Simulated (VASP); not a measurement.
# Ni (Fd-3m) in VASP: notebook

The runs below take Ni through relaxation of cell and atoms, with PBE.

Program: VASP 6.6.1. These are calculated values, not measurements. Logs are shortened: lines on timing, memory, paths and dates and some standing lists are left out, and cuts for length are marked.

## (1) The cell of the first run

The structure is cubic, space group Fd-3m (No. 227). Conventional cell: a = 4.788 Å, b = 4.788 Å, c = 4.788 Å, α = 90.00°, β = 90.00°, γ = 90.00°. Ni (site symmetry -43m) has 4 Ni at 2.07 Å within 2.7 Å.

This isn't the form of Ni at room conditions, which is fcc.

## (2) Relaxation of cell and atoms, PBE, collinear spin, ferromagnetic start, target pressure -0.94 GPa, at which the enthalpy is minimised

Contents of INCAR:

```
SYSTEM = Ni
  ALGO = Normal
  EDIFF = 1E-6
  EDIFFG = -0.005
  ENCUT = 600
  GGA = PE
  IBRION = 2
  ISIF = 3
  ISMEAR = -1
  ISPIN = 2
  LASPH = .True.
  LCHARG = .False.
  LMAXMIX = 4
  LORBIT = 11
  LREAL = .False.
  LWAVE = .False.
  MAGMOM = 1 1
  NELM = 150
  NSW = 60
  PREC = Accurate
  PSTRESS = -9.399999999999999
  SIGMA = 0.05
```

Contents of KPOINTS:

```
k-points
0
Gamma
  14 14 14
  0 0 0
```

Contents of POSCAR:

```
Ni
1.0
    0.0000000000      2.3941836908      2.3941836908
    2.3941836908      0.0000000000      2.3941836908
    2.3941836908      2.3941836908      0.0000000000
Ni
2
Direct
   -0.1250000000     -0.1250000000     -0.1250000000
    0.1250000000      0.1250000000      0.1250000000
```

Potentials or basis: VASP PAW PBE potentials, release 64 (Ni).

Launch:

```
> cat potpaw_PBE.64/Ni/POTCAR > POTCAR
> mpirun -np 1 vasp_std > vasp.out
```

OUTCAR:

```text
SYSTEM = Ni
   EDIFF = 1E-6
   EDIFFG = -0.005
   ENCUT = 600
   GGA = PE
   IBRION = 2
   ISIF = 3
   ISMEAR = -1
   ISPIN = 2
   LASPH = .True.
   LORBIT = 11
   LREAL = .False.
   NELM = 150
   NSW = 60
   PREC = Accurate
   PSTRESS = -9.399999999999999

 ion  position               nearest neighbor table
   1  0.875  0.875  0.875-   2 2.07   2 2.07   2 2.07   2 2.07
   2  0.125  0.125  0.125-   1 2.07   1 2.07   1 2.07   1 2.07

  LATTYP: Found a face centered cubic cell.
 ALAT       =     4.7883673816

  Lattice vectors:

 A1 = (   0.0000000000,   2.3941836908,   2.3941836908)
 A2 = (   2.3941836908,   0.0000000000,   2.3941836908)
 A3 = (   2.3941836908,   2.3941836908,   0.0000000000)

Analysis of symmetry for initial positions (statically):
=====================================================================
 Subroutine PRICEL returns:
 Original cell was already a primitive cell.

 Routine SETGRP: Setting up the symmetry group for a
 face centered cubic supercell.

 Subroutine GETGRP returns: Found 48 space group operations
 (whereof 12 operations were pure point group operations)
 out of a pool of 48 trial point group operations.

The static configuration has the point symmetry D_3d.
 The point group associated with its full space group is O_h .

Analysis of symmetry for dynamics (positions and initial velocities):
=====================================================================
 Subroutine PRICEL returns:
 Original cell was already a primitive cell.

 Routine SETGRP: Setting up the symmetry group for a
 face centered cubic supercell.

 Subroutine GETGRP returns: Found 48 space group operations
 (whereof 12 operations were pure point group operations)
 out of a pool of 48 trial point group operations.

The dynamic configuration has the point symmetry D_3d.
 The point group associated with its full space group is O_h .

Analysis of structural, dynamic, and magnetic symmetry:
=====================================================================
 Subroutine PRICEL returns:
 Original cell was already a primitive cell.

 Routine SETGRP: Setting up the symmetry group for a
 face centered cubic supercell.

 Subroutine GETGRP returns: Found 48 space group operations
 (whereof 12 operations were pure point group operations)
 out of a pool of 48 trial point group operations.

The overall configuration has the point symmetry D_3d.
[... 123 lines left out ...]
  Thomas-Fermi vector in A             =   2.588089
   LORBIT       =     11    0 simple, 1 ext, 2 COOP (PROOUT), +10 PAW based schemes
   GGA     = PE    functional components
   LHFCALC =     F    Hartree Fock is set to
   AEXX    =    0.0000 exact exchange contribution
   IVDW    =     0    specifies the selected vdW correction
   LEPSILON=     F    determine dielectric tensor
   LRPA    =     F    only Hartree local field effects (RPA)
 conjugate gradient relaxation of ions
 spin polarized calculation
  energy-cutoff  :      600.00
  volume of cell :       27.45
 maximum number of plane-waves:       941
   NGX = 13   NGY = 13   NGZ = 13

--------------------------------------- Ionic step        1  -------------------------------------------

 number of electron      19.9999987 magnetization       1.5622644

 Free energy of the ion-electron system (eV)
  ---------------------------------------------------
  ext. energy  EPLUGINS =         0.00000000
  ---------------------------------------------------
  free energy    TOTEN  =        -8.17358379 eV

  energy without entropy =       -8.15083207  energy(sigma->0) =       -8.16220793

------------------------ aborting loop because EDIFF is reached ----------------------------------------

  FORCE on cell =-STRESS in cart. coord.  units (eV):
  Direction    XX          YY          ZZ          XY          YZ          ZX
  --------------------------------------------------------------------------------------
  -------------------------------------------------------------------------------------
  Total        4.4918537      4.4918537      4.4918537      0.0000000     -0.0000000      0.0000000
  in kB      262.2006603    262.2006603    262.2006603      0.0000000     -0.0000000      0.0000000
  external PRESSURE =     271.6006603 kB  Pullay stress =      -9.4000000 kB
[... 25 lines left out ...]
--------------------------------------- Ionic step        2  -------------------------------------------

 number of electron      19.9999981 magnetization      -1.6248507

 E-fermi :   3.5211     XC(G=0): -10.0156

 val. band max:        3.5191282640   @ k =   0.5000   0.0714   0.0000
 cond. band min:       3.5231746298   @ k =  -0.2143   0.0714   0.0000
 fundamental gap:      0.0040463658
 Fermi energy:         3.5211443441

 spin component 1

 k-point     1 :       0.0000    0.0000    0.0000
  band No.  band energies     occupation
      1      -2.3913      1.00000
      2       1.4964      1.00000
      3       1.4964      1.00000
      4       1.5206      1.00000
      5       1.5206      1.00000
      6       1.5206      1.00000
      7       2.8036      1.00000
      8       2.8036      1.00000
      9       2.8036      1.00000
     10       3.6001      0.17088
     11       3.6001      0.17088
     12      14.1548      0.00000
[... 1004 lines left out ...]
--------------------------------------- Ionic step        6  -------------------------------------------

 number of electron      20.0000000 magnetization      -1.5899388

 Free energy of the ion-electron system (eV)
  ---------------------------------------------------
  ext. energy  EPLUGINS =         0.00000000
  ---------------------------------------------------
  free energy    TOTEN  =        -8.56257814 eV

  energy without entropy =       -8.53209812  energy(sigma->0) =       -8.54733813

 E-fermi :   4.5764     XC(G=0): -10.6022

 val. band max:        4.5762586936   @ k =   0.1429   0.1429   0.0000
 cond. band min:       4.5768375070   @ k =   0.2857   0.0714   0.0000
 fundamental gap:      0.0005788134
 Fermi energy:         4.5764424463

 spin component 1

 k-point     1 :       0.0000    0.0000    0.0000
  band No.  band energies     occupation
      1      -1.9072      1.00000
      2       2.1840      1.00000
      3       2.1840      1.00000
      4       2.2327      1.00000
      5       2.2327      1.00000
      6       2.2327      1.00000
      7       3.7095      1.00000
      8       3.7095      1.00000
      9       3.7095      1.00000
     10       4.6897      0.09397
     11       4.6897      0.09397
     12      16.2389      0.00000
[... 886 lines left out ...]
  energy  without entropy=       -8.5320981250  energy(sigma->0) =       -8.54733813

  enthalpy is  TOTEN    =        -8.7592780987 eV   P V=       -0.1966999635

 reached required accuracy - stopping structural energy minimisation

 total charge

# of ion       s       p       d       tot
------------------------------------------
    1        0.537   0.336   8.328   9.201
    2        0.537   0.336   8.328   9.201
--------------------------------------------------
tot          1.074   0.672  16.656  18.401

 magnetization (x)

# of ion       s       p       d       tot
------------------------------------------
    1        0.013   0.016  -0.830  -0.801
    2        0.013   0.016  -0.830  -0.801
--------------------------------------------------
tot          0.026   0.032  -1.659  -1.601
```

CONTCAR:

```text
Ni
   1.00000000000000
     0.0000000000000000    2.5592870795748737    2.5592870795748737
     2.5592870795748737   -0.0000000000000000    2.5592870795748737
     2.5592870795748737    2.5592870795748737    0.0000000000000000
  Ni
     2
Direct
     0.8750000000000000    0.8750000000000000    0.8750000000000000
     0.1250000000000000    0.1250000000000000    0.1250000000000000

  0.00000000E+00  0.00000000E+00  0.00000000E+00
  0.00000000E+00  0.00000000E+00  0.00000000E+00
```

Wall time 7.2 min (1 thread of Intel Xeon Platinum 8259CL at 2.50GHz (Skylake/Cascade Lake), shared host); peak memory 0.23 GiB.

Results:

- Free energy: -8.5626 eV
- Relaxed volume: 16.76 Å³/atom
- Relaxed cell: a = 3.619 Å, b = 3.619 Å, c = 3.619 Å, α = 60.00°, β = 60.00°, γ = 60.00°
- Space group after relaxing (to 0.1 Å): Fd-3m (No. 227)
- Energy change on relaxing (the run minimises the enthalpy): -194.5 meV/atom
- Ionic steps: 6
- Pressure after relaxing: -1.0 GPa
- Net moment: -1.59 μB per cell
- Site moments: Ni -0.80 μB
- Valence electrons inside the program's atomic spheres: Ni 9.20

The path:
```tsv
step	energy change (eV)	largest force (eV/Å)	pressure (GPa)	volume (Å³)
1	0.0000	0.0000	26.22	27.45
2	-0.2523	0.0000	-8.45	37.77
3	-0.3892	0.0000	-0.88	33.49
4	-0.3884	0.0000	-1.19	33.62
5	-0.3892	0.0000	-0.83	33.50
6	-0.3890	0.0000	-0.95	33.53
```

Final structure:
```xyz
2
Lattice="0.0000 2.5593 2.5593 2.5593 0.0000 2.5593 2.5593 2.5593 0.0000" Properties=species:S:1:pos:R:3 pbc="T T T"
Ni    4.4788    4.4788    4.4788
Ni    0.6398    0.6398    0.6398
```

Levels at points of the mesh, in eV from the Fermi level:
Spin up:
```tsv
k point	band 5	band 6	band 7	band 8	band 9	band 10	band 11	band 12	band 13	band 14
(0.00, 0.00, 0.00)	-2.34	-2.34	-0.87	-0.87	-0.87	0.11	0.11	11.66	11.66	11.66
(0.50, 0.00, 0.00)	-2.28	-2.28	-1.42	-0.55	-0.55	-0.01	-0.01	1.02	8.49	8.49
(0.50, 0.50, 0.00)	-1.98	-1.98	-1.09	-1.09	0.13	0.13	1.40	1.40	4.40	4.40
```
Spin down:
| k point | band 7 | band 8 | band 9 | band 10 | band 11 | band 12 | band 13 | band 14 | band 15 |
| --- | --- | --- | --- | --- | --- | --- | --- | --- | --- |
| (0.00, 0.00, 0.00) | -1.71 | -1.71 | -1.71 | -0.78 | -0.78 | 11.50 | 11.50 | 11.50 | 12.09 |
| (0.50, 0.00, 0.00) | -1.43 | -1.38 | -1.38 | -0.94 | -0.94 | 0.29 | 8.38 | 8.38 | 12.12 |
| (0.50, 0.50, 0.00) | -1.91 | -1.91 | -0.82 | -0.82 | 0.89 | 0.89 | 4.40 | 4.40 | 9.12 |

Caveat: the cell is relaxed towards a set pressure, so the run minimises the enthalpy, not the energy; the volume moved by over 15 % at a fixed basis, so the end points are rough.

## (3) Relaxation of cell and atoms, PBE, collinear spin, ferromagnetic start, target pressure -0.94 GPa, at which the enthalpy is minimised

This run uses another cell than the first one, of 16.76 Å³/atom.

Contents of INCAR:

```
PREC     = Accurate       # precision mode
ENCUT    = 600            # plane-wave cutoff, eV
EDIFF    = 1E-7           # SCF threshold, eV
ISMEAR   = -1             # smearing method
SIGMA    = 0.05           # smearing width, eV
LREAL    = F              # projectors in reciprocal space
LASPH    = T              # aspherical terms in the spheres
NELM     = 150            # most SCF steps
ALGO     = Normal         # electronic algorithm
ISIF     = 3              # what is computed and relaxed
LWAVE    = F              # write WAVECAR
LCHARG   = F              # write CHGCAR
ISPIN    = 2              # spin polarisation
MAGMOM   = 1 1            # initial moments
LORBIT   = 11             # projections on sites
LMAXMIX  = 4              # l up to which the mixer works
GGA      = PE             # functional
IBRION   = 2              # ionic algorithm
NSW      = 32             # ionic steps
EDIFFG   = -0.005         # ionic threshold
PSTRESS  = -9.399999999999999
```

Contents of KPOINTS:

```
regular mesh
0
Gamma
  14 14 14
```

Contents of POSCAR:

```
Ni
1.0
    0.0000000000      2.5592390274      2.5592390274
    2.5592390274      0.0000000000      2.5592390274
    2.5592390274      2.5592390274      0.0000000000
Ni
2
Direct
   -0.1250000000     -0.1250000000     -0.1250000000
    0.1250000000      0.1250000000      0.1250000000
```

Potentials or basis: VASP PAW PBE potentials, release 64 (Ni).

Launch:

```
> cat potpaw_PBE.64/Ni/POTCAR > POTCAR
> mpirun -np 1 vasp_std > vasp.out
```

Wall time 3.6 min (1 thread of Intel Xeon Platinum 8259CL at 2.50GHz (Skylake/Cascade Lake), shared host); peak memory 0.25 GiB.

It converged, with:

| Item | Value |
| --- | --- |
| Free energy | -8.5644 eV |
| Relaxed volume | 16.75 Å³/atom |
| Relaxed cell | a = 3.618 Å, b = 3.618 Å, c = 3.618 Å, α = 60.00°, β = 60.00°, γ = 60.00° |
| Space group after relaxing (to 0.1 Å) | Fd-3m (No. 227) |
| Energy change on relaxing (the run minimises the enthalpy) | -0.1 meV/atom |
| Ionic steps | 2 |
| Pressure after relaxing | -0.9 GPa |
| Net moment | 1.59 μB per cell |
| Site moments | Ni +0.80 μB |
| Valence electrons inside the program's atomic spheres | Ni 9.20 |

Step by step:
```tsv
step	energy change (eV)	largest force (eV/Å)	pressure (GPa)	volume (Å³)
1	0.0000	0.0000	-1.01	33.52
2	-0.0002	0.0000	-0.92	33.49
```

Final structure:
```
CELL_PARAMETERS angstrom
0.00000 2.55840 2.55840
2.55840 0.00000 2.55840
2.55840 2.55840 0.00000
ATOMIC_POSITIONS crystal
Ni 0.87500 0.87500 0.87500
Ni 0.12500 0.12500 0.12500
```

Levels at points of the mesh, in eV from the Fermi level:
Spin up:
| k point | band 8 | band 9 | band 10 | band 11 | band 12 | band 13 | band 14 | band 15 |
| --- | --- | --- | --- | --- | --- | --- | --- | --- |
| (0.00, 0.00, 0.00) | -1.71 | -1.71 | -0.78 | -0.78 | 11.51 | 11.51 | 11.51 | 12.10 |
| (0.50, 0.00, 0.00) | -1.38 | -1.38 | -0.93 | -0.93 | 0.29 | 8.38 | 8.38 | 12.12 |
| (0.50, 0.50, 0.00) | -1.91 | -0.82 | -0.82 | 0.90 | 0.90 | 4.40 | 4.40 | 9.12 |
Spin down:
| k point | band 7 | band 8 | band 9 | band 10 | band 11 | band 12 |
| --- | --- | --- | --- | --- | --- | --- |
| (0.00, 0.00, 0.00) | -0.87 | -0.87 | -0.87 | 0.11 | 0.11 | 11.67 |
| (0.50, 0.00, 0.00) | -1.42 | -0.55 | -0.55 | -0.01 | -0.01 | 1.02 |
| (0.50, 0.50, 0.00) | -1.09 | -1.09 | 0.13 | 0.13 | 1.40 | 1.40 |

Caveat: the cell is relaxed towards a set pressure, so the run minimises the enthalpy, not the energy.
